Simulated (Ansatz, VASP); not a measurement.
One calculation of LiTaO2, two programs

```xyz
4
Lattice="3.6808 0.0000 0.0000 -1.8404 3.1877 0.0000 0.0000 0.0000 4.3269" Properties=species:S:1:pos:R:3 pbc="T T T"
Li    0.0000    0.0000    0.0000
Ta    0.0000    0.0000    2.1634
O     0.0000    2.1251    0.0000
O     1.8404    1.0626    0.0000
```

Alike in both runs: task relaxation of cell and atoms; functional PBE; k mesh 6 × 6 × 4; occupations gaussian, width 0.1 eV; collinear spin.

```csv
,VASP,Ansatz
version,VASP 6.6.1,Ansatz 0.2.0
potentials or method,"VASP PAW PBE potentials, release 64 (Li_sv, Ta_pv, O), cutoff 600 eV","scalar-relativistic, plane waves, PAW"
valence electrons in the cell,26,28
```

Ansatz gave:

* gap on the k mesh at the Fermi level, each at its own relaxed structure (eV): none
* net moment per atom (μB): 0.38
* size of the moment on the site where the two differ most (μB): 0.87
* relaxed volume (Å³/atom): 12.69
* relaxed cell length with the largest relative difference (Å): 5.094

**Question.** Which values does VASP return?

**Answer.** gap on the k mesh at the Fermi level, each at its own relaxed structure (eV): none; net moment per atom (μB): 0.38; size of the moment on the site where the two differ most (μB): 1.09; relaxed volume (Å³/atom): 12.61; relaxed cell length with the largest relative difference (Å): 5.067.

Site moments also hang on the region over which each program counts them. A gap of «none» marks a metal or a gap that the smearing closes. VASP's potentials hold 26 valence electrons a cell and Ansatz's 28, so a difference there can come from the potentials and not from the codes.

The k mesh is coarse, so the values compare programs but aren't converged. Neither program's run includes spin-orbit coupling. Noted on VASP's run: the cutoff is short for stress, so the pressure is rough.
